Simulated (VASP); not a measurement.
# MgS (Fm-3m) in VASP: notebook

MgS is run at these levels: PBEsol; tasks: single point.

Program: VASP 6.6.1. These are calculated values, not measurements. Logs are shortened: lines on timing, memory, paths and dates and some standing lists are left out, and cuts for length are marked.

**1. The cell of the first run**

The structure is cubic, space group Fm-3m (No. 225). The conventional cell has a = 5.006 Å, b = 5.006 Å, c = 5.006 Å, α = 90.00°, β = 90.00°, γ = 90.00°. Mg (site symmetry m-3m) has 6 S at 2.50 Å within 3.3 Å. S (site symmetry m-3m) has 6 Mg at 2.50 Å within 3.3 Å.

**2. Single point, PBEsol**

Contents of INCAR:

```
  ALGO = Normal
  EDIFF = 1E-7
  ENCUT = 520
  GGA = PS
  ISIF = 2
  ISMEAR = 0
  LASPH = True
  LCHARG = False
  LREAL = False
  LWAVE = False
  NBANDS = 11
  NELM = 100
  PREC = Accurate
  SIGMA = 0.01
```

Contents of KPOINTS:

```
k-points
0
Gamma
  8 8 8
```

Contents of POSCAR:

```
MgS
1.0
    0.0000000000      2.5029884591      2.5029884591
    2.5029884591      0.0000000000      2.5029884591
    2.5029884591      2.5029884591      0.0000000000
Mg S
1 1
Direct
    0.0000000000      0.0000000000      0.0000000000
    0.5000000000      0.5000000000      0.5000000000
```

Potentials or basis: VASP PAW PBE potentials, release 64 (Mg, S).

Command:

```bash
> cat potpaw_PBE.64/Mg/POTCAR potpaw_PBE.64/S/POTCAR > POTCAR
> mpirun -np 1 vasp_std > vasp.out
```

OUTCAR:

```text
EDIFF = 1E-7
   ENCUT = 520
   GGA = PS
   ISIF = 2
   ISMEAR = 0
   LASPH = True
   LREAL = False
   NELM = 100
   PREC = Accurate

 ion  position               nearest neighbor table
   1  0.000  0.000  0.000-   2 2.50   2 2.50   2 2.50   2 2.50   2 2.50   2 2.50
   2  0.500  0.500  0.500-   1 2.50   1 2.50   1 2.50   1 2.50   1 2.50   1 2.50

  LATTYP: Found a face centered cubic cell.
 ALAT       =     5.0059769182

  Lattice vectors:

 A1 = (   0.0000000000,   2.5029884591,   2.5029884591)
 A2 = (   2.5029884591,   0.0000000000,   2.5029884591)
 A3 = (   2.5029884591,   2.5029884591,   0.0000000000)

Analysis of symmetry for initial positions (statically):
=====================================================================
 Subroutine PRICEL returns:
 Original cell was already a primitive cell.

 Routine SETGRP: Setting up the symmetry group for a
 face centered cubic supercell.

 Subroutine GETGRP returns: Found 48 space group operations
 (whereof 48 operations were pure point group operations)
 out of a pool of 48 trial point group operations.

The static configuration has the point symmetry O_h .

Analysis of symmetry for dynamics (positions and initial velocities):
=====================================================================
 Subroutine PRICEL returns:
 Original cell was already a primitive cell.

 Routine SETGRP: Setting up the symmetry group for a
 face centered cubic supercell.

 Subroutine GETGRP returns: Found 48 space group operations
 (whereof 48 operations were pure point group operations)
 out of a pool of 48 trial point group operations.

The dynamic configuration has the point symmetry O_h .

 Subroutine INISYM returns: Found 48 space group operations
 (whereof 48 operations are pure point group operations),
 and found     1 'primitive' translations

----------------------------------------------------------------------------------------

                                     Primitive cell

  volume of cell :      31.3622

  direct lattice vectors                    reciprocal lattice vectors
     0.000000000  2.502988459  2.502988459    -0.199761209  0.199761209  0.199761209
     2.502988459  0.000000000  2.502988459     0.199761209 -0.199761209  0.199761209
     2.502988459  2.502988459  0.000000000     0.199761209  0.199761209 -0.199761209

  length of vectors
     3.539760225  3.539760225  3.539760225     0.345996563  0.345996563  0.345996563

  position of ions in fractional coordinates (direct lattice)
     0.000000000  0.000000000  0.000000000
     0.500000000  0.500000000  0.500000000

[... 86 lines left out ...]
   PSTRESS=    0.0 pullay stress
   NELECT =       8.0000    total number of electrons
   NUPDOWN=      -1.0000    fix difference up-down
   EMIN   =  10.00;   EMAX   =-10.00  energy-range for DOS
   EFERMI =   0.00;   METHOD = LEGACY
   ISMEAR =     0;   SIGMA  =   0.01  broadening in eV -4-tet -1-fermi 0-gaus
   EFERMI_NEDOS =   21; number of points for ismear=-14 and -15
   IALGO  =     38    algorithm
   IMIX   =      4    mixing-type and parameters
     AMIX     =   0.40;   BMIX     =  1.00
     AMIX_MAG =   1.60;   BMIX_MAG =  1.00
  volume/ion in A,a.u.               =      15.68       105.82
  Fermi-wavevector in a.u.,A,eV,Ry     =   1.038252  1.962011 14.666626  1.077967
  Thomas-Fermi vector in A             =   2.172727
   LORBIT       =      0    0 simple, 1 ext, 2 COOP (PROOUT), +10 PAW based schemes
   GGA     = PS    functional components
   LHFCALC =     F    Hartree Fock is set to
   AEXX    =    0.0000 exact exchange contribution
   IVDW    =     0    specifies the selected vdW correction
   LEPSILON=     F    determine dielectric tensor
   LRPA    =     F    only Hartree local field effects (RPA)
 non-spin polarized calculation
 Gauss-broadening in eV      SIGMA  =   0.01
  energy-cutoff  :      520.00
  volume of cell :       31.36
 maximum number of plane-waves:       877
 NGX is ok and might be reduce to    28
   NGX = 13   NGY = 13   NGZ = 13

 number of electron       8.0000001 magnetization

 Free energy of the ion-electron system (eV)
  ---------------------------------------------------
  ext. energy  EPLUGINS =         0.00000000
  ---------------------------------------------------
  free energy    TOTEN  =        -8.98009870 eV

  energy without entropy =       -8.98009870  energy(sigma->0) =       -8.98009870

 E-fermi :   4.9207     XC(G=0): -10.3257

 val. band max:        4.7816231325   @ k =   0.0000   0.0000   0.0000
 cond. band min:       7.7180499941   @ k =   0.5000   0.5000   0.0000
 fundamental gap:      2.9364268616
 Fermi energy:         4.9207013636

 k-point     1 :       0.0000    0.0000    0.0000
  band No.  band energies     occupation
      1      -8.6244      2.00000
      2       4.7816      2.00000
      3       4.7816      2.00000
      4       4.7816      2.00000
      5       9.3511      0.00000
      6      12.5320      0.00000
      7      12.5320      0.00000
      8      12.5320      0.00000
      9      15.2014      0.00000
     10      15.2014      0.00000
     11      17.3312      0.00000
[... 309 lines left out ...]
 k-point    24 :      -0.3750    0.2500    0.1250
  band No.  band energies     occupation
      1      -6.7253      2.00000
      2      -0.1956      2.00000
      3       2.2292      2.00000
      4       3.3825      2.00000
      5      10.5301      0.00000
      6      10.9989      0.00000
      7      13.4908      0.00000
      8      14.6675      0.00000
      9      17.4516      0.00000
     10      19.0569      0.00000
     11      20.9144      0.00000

 [... further k-points ...]

------------------------ aborting loop because EDIFF is reached ----------------------------------------

  FORCE on cell =-STRESS in cart. coord.  units (eV):
  Direction    XX          YY          ZZ          XY          YZ          ZX
  --------------------------------------------------------------------------------------
  -------------------------------------------------------------------------------------
  Total        1.9265487      1.9265487      1.9265487     -0.0000000     -0.0000000      0.0000000
  in kB       98.4201553     98.4201553     98.4201553     -0.0000000     -0.0000000      0.0000000
  external PRESSURE =      98.4201553 kB  Pullay stress =       0.0000000 kB

 VOLUME and BASIS-vectors are now :
 -----------------------------------------------------------------------------
  energy-cutoff  :      520.00
  volume of cell :       31.36
      direct lattice vectors                 reciprocal lattice vectors
     0.000000000  2.502988459  2.502988459    -0.199761209  0.199761209  0.199761209
     2.502988459  0.000000000  2.502988459     0.199761209 -0.199761209  0.199761209
     2.502988459  2.502988459  0.000000000     0.199761209  0.199761209 -0.199761209

 POSITION                                       TOTAL-FORCE (eV/Angst)
 -----------------------------------------------------------------------------------
      0.00000      0.00000      0.00000         0.000000     -0.000000      0.000000
      2.50299      2.50299      2.50299        -0.000000      0.000000     -0.000000
 -----------------------------------------------------------------------------------
    total drift:                                0.000000      0.000000      0.000000

  FREE ENERGIE OF THE ION-ELECTRON SYSTEM (eV)
  ---------------------------------------------------
  free  energy   TOTEN  =        -8.9800986959 eV

  energy  without entropy=       -8.9800986959  energy(sigma->0) =       -8.98009870
```

OSZICAR:

```text
N       E                     dE             d eps       ncg     rms          rms(c)
DAV:   1     0.186439982470E+02    0.18644E+02   -0.36222E+03   694   0.595E+02
DAV:   2    -0.827778611288E+01   -0.26922E+02   -0.25395E+02   839   0.977E+01
DAV:   3    -0.931682065529E+01   -0.10390E+01   -0.10376E+01   767   0.199E+01
DAV:   4    -0.932222353828E+01   -0.54029E-02   -0.54023E-02   761   0.171E+00
DAV:   5    -0.932226765835E+01   -0.44120E-04   -0.44120E-04   781   0.154E-01    0.469E+00
DAV:   6    -0.902322622690E+01    0.29904E+00   -0.57501E-01   710   0.310E+00    0.357E+00
DAV:   7    -0.898219841240E+01    0.41028E-01   -0.18582E-01   752   0.188E+00    0.211E+00
DAV:   8    -0.898026187825E+01    0.19365E-02   -0.84937E-03   707   0.524E-01    0.761E-01
DAV:   9    -0.898010293727E+01    0.15894E-03   -0.38326E-04   741   0.114E-01    0.294E-01
DAV:  10    -0.898010206095E+01    0.87632E-06   -0.14229E-04   722   0.537E-02    0.560E-02
DAV:  11    -0.898009884767E+01    0.32133E-05   -0.85805E-06   734   0.138E-02    0.137E-02
DAV:  12    -0.898009868536E+01    0.16231E-06   -0.52239E-07   748   0.422E-03    0.134E-03
DAV:  13    -0.898009869594E+01   -0.10577E-07   -0.39484E-09   421   0.403E-04
   1 F= -.89800987E+01 E0= -.89800987E+01  d E =-.327039E-88
```

Run time: 11 s. Hardware: 1 thread of Intel Xeon Platinum 8259CL at 2.50GHz (Skylake/Cascade Lake), shared host; peak memory 0.16 GiB.

What came out:

* Free energy: -8.9801 eV
* Pressure: 9.8 GPa
* Band gap on the k mesh: 2.94 eV, indirect (least direct gap 4.57 eV)

Levels at points of the mesh, in eV from the valence-band top:
| k point | band 1 | band 2 | band 3 | band 4 | band 5 | band 6 | band 7 | band 8 | band 9 |
| --- | --- | --- | --- | --- | --- | --- | --- | --- | --- |
| (0.00, 0.00, 0.00) | -13.41 | 0.00 | 0.00 | 0.00 | 4.57 | 7.75 | 7.75 | 7.75 | 10.42 |
| (0.50, 0.00, 0.00) | -11.76 | -5.55 | -0.75 | -0.75 | 4.56 | 6.94 | 6.94 | 11.29 | 12.72 |
| (0.50, 0.50, 0.00) | -11.28 | -4.91 | -1.99 | -1.99 | 2.94 | 3.85 | 13.05 | 13.14 | 14.49 |

Caveat: the PAW data sets were made with another functional, which shifts forces and pressure a little. A k mesh can miss the band edges.

**3. Single point, PBEsol**

This run uses another cell than the first one, of 15.07 Å³/atom, 0.961 times its volume.

Contents of INCAR:

```
SYSTEM = MgS
ALGO     = Normal         ! electronic algorithm
EDIFF    = 1E-7           ! SCF threshold, eV
ENCUT    = 520            ! plane-wave cutoff, eV
GGA      = PS             ! functional
ISIF     = 2              ! what is computed and relaxed
ISMEAR   = 0              ! smearing method
LASPH    = .True.         ! aspherical terms in the spheres
LCHARG   = .False.        ! write CHGCAR
LREAL    = .False.        ! projectors in reciprocal space
LWAVE    = .False.        ! write WAVECAR
NBANDS   = 11             ! bands
NELM     = 60             ! most SCF steps
PREC     = Accurate       ! precision mode
SIGMA    = 0.01           ! smearing width, eV
```

Contents of KPOINTS:

```
k-points
0
Gamma
  8 8 8
  0 0 0
```

Contents of POSCAR:

```
MgS
1.0
    0.0000000000      2.4700195581      2.4700195581
    2.4700195581      0.0000000000      2.4700195581
    2.4700195581      2.4700195581      0.0000000000
Mg S
1 1
Direct
    0.0000000000      0.0000000000      0.0000000000
    0.5000000000      0.5000000000      0.5000000000
```

Potentials or basis: VASP PAW PBE potentials, release 64 (Mg, S).

Command:

```bash
> cat potpaw_PBE.64/Mg/POTCAR potpaw_PBE.64/S/POTCAR > POTCAR
> mpirun -np 1 vasp_std > vasp.out
```

It took 11 s on 1 thread of Intel Xeon Platinum 8259CL at 2.50GHz (Skylake/Cascade Lake), shared host; peak memory 0.16 GiB.

Results (log left out):

```
Free energy            : -8.8860 eV
Pressure               : 14.9 GPa
Band gap on the k mesh : 3.01 eV, indirect (least direct gap 4.94 eV)
```

Levels at points of the mesh, in eV from the valence-band top:
| k point | band 2 | band 3 | band 4 | band 5 | band 6 | band 7 |
| --- | --- | --- | --- | --- | --- | --- |
| (0.00, 0.00, 0.00) | 0.00 | 0.00 | 0.00 | 4.94 | 7.70 | 7.70 |
| (0.50, 0.00, 0.00) | -5.80 | -0.81 | -0.81 | 4.60 | 6.97 | 6.97 |
| (0.50, 0.50, 0.00) | -5.15 | -2.09 | -2.09 | 3.01 | 3.69 | 13.25 |

Caveat: the PAW data sets were made with another functional, which shifts forces and pressure a little.

**4. Single point, PBEsol**

This run uses another cell than the first one, of 17.18 Å³/atom, 1.095 times its volume.

Contents of INCAR:

```
SYSTEM = MgS
  ALGO = Normal
  EDIFF = 1E-6
  ENCUT = 520
  GGA = PS
  ISIF = 2
  ISMEAR = 0
  LASPH = .True.
  LCHARG = .False.
  LREAL = .False.
  LWAVE = .False.
  NBANDS = 11
  NELM = 100
  PREC = Accurate
  SIGMA = 0.01
```

KPOINTS is that of step 3.

Contents of POSCAR:

```
MgS
1.0
    0.0000000000      2.5802346226      2.5802346226
    2.5802346226      0.0000000000      2.5802346226
    2.5802346226      2.5802346226      0.0000000000
Mg S
1 1
Direct
    0.0000000000      0.0000000000      0.0000000000
    0.5000000000      0.5000000000      0.5000000000
```

Command:

```bash
> cat potpaw_PBE.64/Mg/POTCAR potpaw_PBE.64/S/POTCAR > POTCAR
> mpirun -np 1 vasp_std > vasp.out
```

Run time: 11 s. Hardware: 1 thread of Intel Xeon Platinum 8259CL at 2.50GHz (Skylake/Cascade Lake), shared host; peak memory 0.15 GiB.

Results (log left out):

```
Free energy            : -9.0741 eV
Pressure               : 0.8 GPa
Band gap on the k mesh : 2.76 eV, indirect (least direct gap 3.79 eV)
```

Levels at points of the mesh, in eV from the valence-band top:
```
           k point  band 2  band 3  band 4  band 5  band 6  band 7
(0.00, 0.00, 0.00)    0.00    0.00    0.00    3.79    7.84    7.84
(0.50, 0.00, 0.00)   -5.03   -0.63   -0.63    4.44    6.85    6.85
(0.50, 0.50, 0.00)   -4.39   -1.76   -1.76    2.76    4.17   12.12
```

Caveat: the PAW data sets were made with another functional, which shifts forces and pressure a little. A k mesh can miss the band edges.

**5. Overview**

| cell | gap on the mesh (eV) | pressure (GPa) |
| --- | --- | --- |
| a = 3.540 Å, angles 60.0°, 2 atoms | 2.94 | 9.8 |
| a = 3.493 Å, angles 60.0°, 2 atoms | 3.01 | 14.9 |
| a = 3.649 Å, angles 60.0°, 2 atoms | 2.76 | 0.8 |

Alike in all rows: task single point; level PBEsol; potentials or basis VASP PAW PBE potentials, release 64 (Mg, S); no spin polarisation; k mesh 8 × 8 × 8; cutoff (eV) 520; smearing gaussian 0.01 eV.

Caveats: the PAW data sets were made with another functional, which shifts forces and pressure a little.

Absolute energies hang on the potentials; compare differences alone.
